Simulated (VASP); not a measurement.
# BaSi2C2 (Cmmm) in VASP: further runs

Runs on BaSi2C2. Level: PBE. Tasks: single point, relaxation of cell and atoms.

Everything below comes from runs of VASP 6.6.1. Logs are shortened: lines on timing, memory, paths and dates and some standing lists are left out, and cuts for length are marked.

## Step 1: The cell of the first run

It takes space group Cmmm (No. 65, orthorhombic). The conventional cell has a = 6.279 Å, b = 7.049 Å, c = 3.475 Å, α = 90.00°, β = 90.00°, γ = 90.00°. Within 3.9 Å of Ba (site symmetry mmm) lie 8 C at 2.93 Å and 12 Si at 3.11 to 3.71 Å and 2 Ba at 3.48 Å. Within 2.3 Å of Si (site symmetry m2m) lie 2 C at 1.77 Å and 1 Si at 1.89 Å. C (site symmetry 2/m) has 2 Si at 1.77 Å within 2.3 Å.

## Step 2: Single point, PBE

Input file INCAR:

```
SYSTEM = BaSi2C2
ALGO = Normal ; EDIFF = 1E-7
ENCUT = 520 ; GGA = PE
ISIF = 2 ; ISMEAR = 0
LASPH = .True. ; LCHARG = .False.
LREAL = .False. ; LWAVE = .False.
NBANDS = 21 ; NELM = 100
PREC = Accurate ; SIGMA = 0.1
```

Input file KPOINTS:

```
k-points
0
Gamma
  4 4 6
  0 0 0
```

Input file POSCAR:

```
BaSi2C2
1.0
    3.1392987100     -3.5244028000      0.0000000000
    3.1392987100      3.5244028000      0.0000000000
    0.0000000000      0.0000000000      3.4754883600
Ba Si C
1 2 2
Direct
    0.5000000000      0.5000000000      0.0000000000
    0.1343689400      0.8656310600      0.5000000000
    0.8656310600      0.1343689400      0.5000000000
    0.0000000000      0.5000000000      0.5000000000
    0.5000000000      0.0000000000      0.5000000000
```

Potentials or basis: VASP PAW PBE potentials, release 64 (Ba_sv, Si, C).

Launch:

```bash
$ cat potpaw_PBE.64/Ba_sv/POTCAR potpaw_PBE.64/Si/POTCAR potpaw_PBE.64/C/POTCAR > POTCAR
$ mpirun -np 1 vasp_std > vasp.out
```

OUTCAR:

```text
SYSTEM = BaSi2C2
   EDIFF = 1E-7
   ENCUT = 520
   GGA = PE
   ISIF = 2
   ISMEAR = 0
   LASPH = .True.
   LREAL = .False.
   NELM = 100
   PREC = Accurate

 ion  position               nearest neighbor table
   1  0.500  0.500  0.000-   4 2.93   5 2.93   4 2.93   5 2.93   5 2.93   5 2.93   4 2.93   4 2.93
                             2 3.11   3 3.11   2 3.11   3 3.11   2 3.71   2 3.71   2 3.71   2 3.71
   2  0.134  0.866  0.500-   4 1.77   5 1.77   3 1.89   1 3.11   1 3.11   1 3.71   1 3.71   1 3.71
                             1 3.71
   3  0.866  0.134  0.500-   4 1.77   5 1.77   2 1.89   1 3.11   1 3.11   1 3.71   1 3.71   1 3.71
                             1 3.71
   4  0.000  0.500  0.500-   2 1.77   3 1.77   1 2.93   1 2.93   1 2.93   1 2.93
   5  0.500  0.000  0.500-   2 1.77   3 1.77   1 2.93   1 2.93   1 2.93   1 2.93

  LATTYP: Found a base centered orthorhombic cell.
 ALAT       =     6.2785974200
 B/A-ratio  =     1.1226720123
 C/A-ratio  =     0.5535453426

  Lattice vectors:

 A1 = (   3.1392987100,  -3.5244028000,   0.0000000000)
 A2 = (   3.1392987100,   3.5244028000,   0.0000000000)
 A3 = (   0.0000000000,   0.0000000000,   3.4754883600)

Analysis of symmetry for initial positions (statically):
=====================================================================
 Subroutine PRICEL returns:
 Original cell was already a primitive cell.

 Routine SETGRP: Setting up the symmetry group for a
 base centered orthorhombic supercell.

 Subroutine GETGRP returns: Found  8 space group operations
 (whereof  8 operations were pure point group operations)
 out of a pool of  8 trial point group operations.

The static configuration has the point symmetry D_2h.

Analysis of symmetry for dynamics (positions and initial velocities):
=====================================================================
 Subroutine PRICEL returns:
 Original cell was already a primitive cell.

 Routine SETGRP: Setting up the symmetry group for a
 base centered orthorhombic supercell.

 Subroutine GETGRP returns: Found  8 space group operations
 (whereof  8 operations were pure point group operations)
 out of a pool of  8 trial point group operations.

The dynamic configuration has the point symmetry D_2h.

 Subroutine INISYM returns: Found  8 space group operations
 (whereof  8 operations are pure point group operations),
 and found     1 'primitive' translations

----------------------------------------------------------------------------------------

                                     Primitive cell

  volume of cell :      76.9067

  direct lattice vectors                    reciprocal lattice vectors
     3.139298710 -3.524402800  0.000000000     0.159271241 -0.141868007  0.000000000
     3.139298710  3.524402800  0.000000000     0.159271241  0.141868007  0.000000000
     0.000000000  0.000000000  3.475488360     0.000000000  0.000000000  0.287729348

  length of vectors
     4.719810535  4.719810535  3.475488360     0.213292896  0.213292896  0.287729348

  position of ions in fractional coordinates (direct lattice)
     0.500000000  0.500000000  0.000000000
     0.134368940  0.865631060  0.500000000
     0.865631060  0.134368940  0.500000000
     0.000000000  0.500000000  0.500000000
     0.500000000  0.000000000  0.500000000

  ion indices of the primitive-cell ions
   primitive index   ion index
                 1           1
                 2           2
                 3           3
                 4           4
                 5           5

----------------------------------------------------------------------------------------

 KPOINTS: k-points

Automatic generation of k-mesh.
 Grid dimensions read from file:
 generate k-points for:    4    4    6

 Generating k-lattice:

  Cartesian coordinates                     Fractional coordinates (reciprocal lattice)
     0.039817810 -0.035467002  0.000000000     0.250000000  0.000000000  0.000000000
     0.039817810  0.035467002  0.000000000     0.000000000  0.250000000  0.000000000
     0.000000000  0.000000000  0.047954891     0.000000000  0.000000000  0.166666667

  Length of vectors
     0.053323224  0.053323224  0.047954891

  Shift w.r.t. Gamma in fractional coordinates (k-lattice)
     0.000000000  0.000000000  0.000000000

 Subroutine IBZKPT returns following result:
 ===========================================

 Found     28 irreducible k-points:

 Following reciprocal coordinates:
            Coordinates               Weight
  0.000000  0.000000  0.000000      1.000000
  0.250000  0.000000  0.000000      4.000000
  0.500000  0.000000  0.000000      2.000000
  0.250000  0.250000  0.000000      2.000000
  0.500000  0.250000  0.000000      4.000000
 -0.250000  0.250000  0.000000      2.000000
[... 16 lines left out ...]
  0.250000  0.000000  0.500000      4.000000
  0.500000  0.000000  0.500000      2.000000
 [... further k-points ...]
   k-points           NKPTS =     28   k-points in BZ     NKDIM =     28   number of bands    NBANDS=     21
   number of dos      NEDOS =    301   number of ions     NIONS =      5
   total plane-waves  NPLWV =  36288
   dimension x,y,z NGX =    36 NGY =   36 NGZ =   28
   dimension x,y,z NGXF=    72 NGYF=   72 NGZF=   56
   ions per type =               1   2   2
   NGX,Y,Z   is equivalent  to a cutoff of  12.68, 12.68, 13.39 a.u.
   NGXF,Y,Z  is equivalent  to a cutoff of  25.36, 25.36, 26.79 a.u.
 SYSTEM =  BaSi2C2
   PREC   = accura    normal or accurate (medium, high low for compatibility)
   ISTART =      0    job   : 0-new  1-cont  2-samecut
   ICHARG =      2    charge: 1-file 2-atom 10-const
   ISPIN  =      1    spin polarized calculation?
   LNONCOLLINEAR =      F non collinear calculations
   LSORBIT =      F    spin-orbit coupling
   LASPH  =      T    aspherical Exc in radial PAW
   ENCUT  =  520.0 eV  38.22 Ry    6.18 a.u.   8.78  8.78  6.46*2*pi/ulx,y,z
   NELM   =    100;   NELMIN=  2; NELMDL= -5     # of ELM steps
   EDIFF  = 0.1E-06   stopping-criterion for ELM
   LREAL  =      F    real-space projection
   EDIFFG = 0.1E-05   stopping-criterion for IOM
   NSW    =      0    number of steps for IOM
   IBRION =     -1    ionic relax: 0-MD 1-quasi-New 2-CG
   NFREE  =      0    steps in history (QN), initial steepest desc. (CG)
   ISIF   =      2    stress and relaxation
   ISYM   =      2    0-nonsym 1-usesym 2-fastsym
   POTIM  = 0.5000    time-step for ionic-motion
   TEBEG  =    0.0;   TEEND  =   0.0 temperature during run
   PSTRESS=    0.0 pullay stress
   NELECT =      26.0000    total number of electrons
   NUPDOWN=      -1.0000    fix difference up-down
   EMIN   =  10.00;   EMAX   =-10.00  energy-range for DOS
   EFERMI =   0.00;   METHOD = LEGACY
   ISMEAR =     0;   SIGMA  =   0.10  broadening in eV -4-tet -1-fermi 0-gaus
   EFERMI_NEDOS =   21; number of points for ismear=-14 and -15
   IALGO  =     38    algorithm
   IMIX   =      4    mixing-type and parameters
     AMIX     =   0.40;   BMIX     =  1.00
     AMIX_MAG =   1.60;   BMIX_MAG =  1.00
  volume/ion in A,a.u.               =      15.38       103.80
  Fermi-wavevector in a.u.,A,eV,Ry     =   1.140454  2.155146 17.696232  1.300636
  Thomas-Fermi vector in A             =   2.277156
   LORBIT       =      0    0 simple, 1 ext, 2 COOP (PROOUT), +10 PAW based schemes
   GGA     = PE    functional components
   LHFCALC =     F    Hartree Fock is set to
   AEXX    =    0.0000 exact exchange contribution
   IVDW    =     0    specifies the selected vdW correction
   LEPSILON=     F    determine dielectric tensor
   LRPA    =     F    only Hartree local field effects (RPA)
 non-spin polarized calculation
 Gauss-broadening in eV      SIGMA  =   0.10
  energy-cutoff  :      520.00
  volume of cell :       76.91
 maximum number of plane-waves:      2087
   NGX = 17   NGY = 17   NGZ = 13

 number of electron      26.0000000 magnetization

 Free energy of the ion-electron system (eV)
  ---------------------------------------------------
  ext. energy  EPLUGINS =         0.00000000
  ---------------------------------------------------
  free energy    TOTEN  =       -27.29923359 eV

  energy without entropy =      -27.28612104  energy(sigma->0) =      -27.29267731

 E-fermi :   5.5028     XC(G=0): -10.5033

 val. band max:        5.4346431535   @ k =   0.5000   0.2500   0.5000
 cond. band min:       5.5048642087   @ k =   0.5000   0.2500   0.1667
 fundamental gap:      0.0702210552
 Fermi energy:         5.5028229396

 k-point     1 :       0.0000    0.0000    0.0000
  band No.  band energies     occupation
      1     -20.9009      2.00000
      2      -7.5935      2.00000
      3      -6.8327      2.00000
      4      -6.2820      2.00000
      5      -5.3711      2.00000
      6      -4.6246      2.00000
[... 13 lines left out ...]
     20      11.4480      0.00000
     21      12.1309      0.00000

 k-point     2 :       0.2500    0.0000    0.0000
  band No.  band energies     occupation
      1     -20.8918      2.00000
      2      -8.0540      2.00000
      3      -6.5731      2.00000
      4      -6.1553      2.00000
      5      -5.3468      2.00000
      6      -4.3561      2.00000
[... 13 lines left out ...]
     20      11.8449      0.00000
     21      12.5783      0.00000

 k-point     3 :       0.5000    0.0000    0.0000
  band No.  band energies     occupation
      1     -20.8826      2.00000
      2      -8.3742      2.00000
      3      -6.4011      2.00000
      4      -5.9214      2.00000
      5      -5.3221      2.00000
      6      -4.5400      2.00000
[... 13 lines left out ...]
     20      11.7293      0.00000
     21      12.2676      0.00000
[... 457 lines left out ...]
 k-point    23 :       0.2500    0.0000    0.5000
  band No.  band energies     occupation
      1     -20.6194      2.00000
      2      -8.4393      2.00000
      3      -6.2363      2.00000
      4      -5.8787      2.00000
      5      -5.7351      2.00000
      6      -4.4529      2.00000
[... 13 lines left out ...]
     20      12.8784      0.00000
     21      14.2711      0.00000

 k-point    24 :       0.5000    0.0000    0.5000
  band No.  band energies     occupation
      1     -20.6137      2.00000
      2      -8.0157      2.00000
      3      -6.5029      2.00000
      4      -6.3917      2.00000
      5      -5.8873      2.00000
      6      -4.4281      2.00000
[... 13 lines left out ...]
     20      13.4199      0.00000
     21      13.6813      0.00000

 [... further k-points ...]
[... 5 lines left out ...]
  --------------------------------------------------------------------------------------
  -------------------------------------------------------------------------------------
  Total       -0.9560842     28.3764447      8.9090803     -0.0000000      0.0000000      0.0000000
  in kB      -19.9178618    591.1593338    185.6006287     -0.0000000      0.0000000      0.0000000
  external PRESSURE =     252.2807002 kB  Pullay stress =       0.0000000 kB

 VOLUME and BASIS-vectors are now :
 -----------------------------------------------------------------------------
  energy-cutoff  :      520.00
  volume of cell :       76.91
      direct lattice vectors                 reciprocal lattice vectors
     3.139298710 -3.524402800  0.000000000     0.159271241 -0.141868007  0.000000000
     3.139298710  3.524402800  0.000000000     0.159271241  0.141868007  0.000000000
     0.000000000  0.000000000  3.475488360     0.000000000  0.000000000  0.287729348

 POSITION                                       TOTAL-FORCE (eV/Angst)
 -----------------------------------------------------------------------------------
      3.13930      0.00000      0.00000        -0.000000     -0.000000     -0.000000
      3.13930      2.57726      1.73774         0.000000     -8.478919      0.000000
      3.13930     -2.57726      1.73774         0.000000      8.478919     -0.000000
      1.56965      1.76220      1.73774         0.000000     -0.000000     -0.000000
      1.56965     -1.76220      1.73774         0.000000      0.000000     -0.000000
 -----------------------------------------------------------------------------------
    total drift:                                0.000000      0.000000      0.000000

  FREE ENERGIE OF THE ION-ELECTRON SYSTEM (eV)
  ---------------------------------------------------
  free  energy   TOTEN  =       -27.2992335907 eV

  energy  without entropy=      -27.2861210375  energy(sigma->0) =      -27.29267731
```

It took 34 s on 1 thread of Intel Xeon Platinum 8259CL at 2.50GHz (Skylake/Cascade Lake), shared host; peak memory 0.21 GiB.

Results:

```
Free energy            : -27.2992 eV
Pressure               : 25.2 GPa
Largest force          : 8.479 eV/Å
Band gap on the k mesh : zero (band 13 reaches 6.20 eV, above the bottom of band 14 at 5.00 eV)
```

Forces on the atoms (eV/Å):
```
Ba   0.000  0.000  0.000
Si   0.000 -8.479  0.000
Si   0.000  8.479  0.000
C    0.000  0.000  0.000
C    0.000  0.000  0.000
```

Caveat: spin-orbit coupling is left out, which moves the levels of the heavy elements; forces of over 1 eV/Å act on the atoms, so gaps and moduli don't describe the material at rest.

(Part 1 of 2 ends here.)
